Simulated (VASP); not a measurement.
Runs of VASP 6.6.1 on MgI2. The structure is that of space group P-3m1 (No. 164), or close to it. The cells are those of the table. 

```tsv
cell	smearing	gap on the mesh (eV)	pressure (GPa)	largest force (eV/Å)
a = 4.084, b = 4.084, c = 7.340 Å, angles 90.0, 90.0, 120.0°, 3 atoms	gaussian 0.02 eV	3.47	0.2	0.05
a = 4.115, b = 4.115, c = 7.130 Å, angles 90.0, 90.0, 120.0°, 3 atoms	gaussian 0.02 eV	3.48	-0.2	0.09
a = 4.071, b = 4.071, c = 6.828 Å, angles 90.0, 90.0, 120.0°, 3 atoms	gaussian 0.02 eV	3.07	(c)	0.81
a = 4.069, b = 4.069, c = 7.088 Å, angles 90.0, 90.0, 120.0°, 3 atoms	gaussian 0.02 eV	3.49	0.7	0.04
a = 4.424, b = 4.424, c = 6.896 Å, angles 90.0, 90.0, 120.0°, 3 atoms	gaussian 0.02 eV	(a)	-2.4	0.15
a = 4.193, b = 4.193, c = 6.961 Å, angles 90.0, 90.0, 120.0°, 3 atoms	gaussian 0.02 eV	3.47	(b)	0.04
a = 4.154, b = 4.154, c = 6.862 Å, angles 90.0, 90.0, 120.0°, 3 atoms	gaussian 0.1 eV	3.45	-0.2	0.04
a = 4.255, b = 4.255, c = 6.898 Å, angles 90.0, 90.0, 120.0°, 3 atoms	gaussian 0.02 eV	3.31	-1.1	0.04
```

Alike in all rows: task single point; level PBEsol; potentials or basis VASP PAW PBE potentials, release 64 (Mg, I); no spin polarisation; k mesh 6 × 6 × 4; cutoff (eV) 520.

Question: Estimate the missing entries.

Answer: (a) 2.85; (b) -0.6; (c) -1.2.

Caveats: the PAW data sets were made with another functional, which shifts forces and pressure a little; spin-orbit coupling is left out, which moves the levels of the heavy elements; this functional lacks dispersion, which binds the layers, so the pressure and a relaxed spacing across them are unreliable.

A k mesh can miss the band edges, and the runs leave out spin-orbit coupling on I.
